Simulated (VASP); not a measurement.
Runs of VASP 6.6.1 on As. The structure is that of space group R-3m (No. 166), or close to it. The cells are those of the table. 

| task | potentials or basis | cell | k mesh | second run | gap on the mesh (eV) | pressure (GPa) | largest force (eV/Å) |
| --- | --- | --- | --- | --- | --- | --- | --- |
| single point | VASP PAW PBE potentials, release 64 (As) | a = 4.106 Å, angles 54.5°, 2 atoms | 13 × 13 × 13 | - | none | 3.9 | 0.28 |
| single point | VASP PAW PBE potentials, release 64 (As) | a = 4.106 Å, angles 54.5°, 2 atoms | 18 × 18 × 18 | - | none | 3.9 | 0.27 |
| electric field gradients | VASP PAW PBE potentials, release 64 (As) | a = 4.134 Å, angles 54.5°, 2 atoms | 13 × 13 × 13 | - | none | 2.3 | (b) |
| single point | VASP PAW PBE potentials, release 64 (As) | a = 4.106 Å, angles 54.5°, 2 atoms | 4 × 4 × 4 | - | (a) | 3.9 | 0.08 |
| electric field gradients | VASP PAW PBE potentials, release 64 (As_d) | a = 4.106 Å, angles 54.5°, 2 atoms | 6 × 6 × 6 | valence_matched | none | 3.6 | 0.12 |

Alike in all rows: level PBE; no spin polarisation; cutoff (eV) 520; smearing fermi-dirac 0.05 eV.

Question: Estimate the missing entries.

Answer: (a) 0.08; (b) 0.15.

Caveats: some runs use coarse meshes.

A k mesh can miss the band edges, and the runs leave out spin-orbit coupling on As.

A gap of «none» marks levels without a gap at the run's occupations.

The runs don't all hold the same shells in valence.
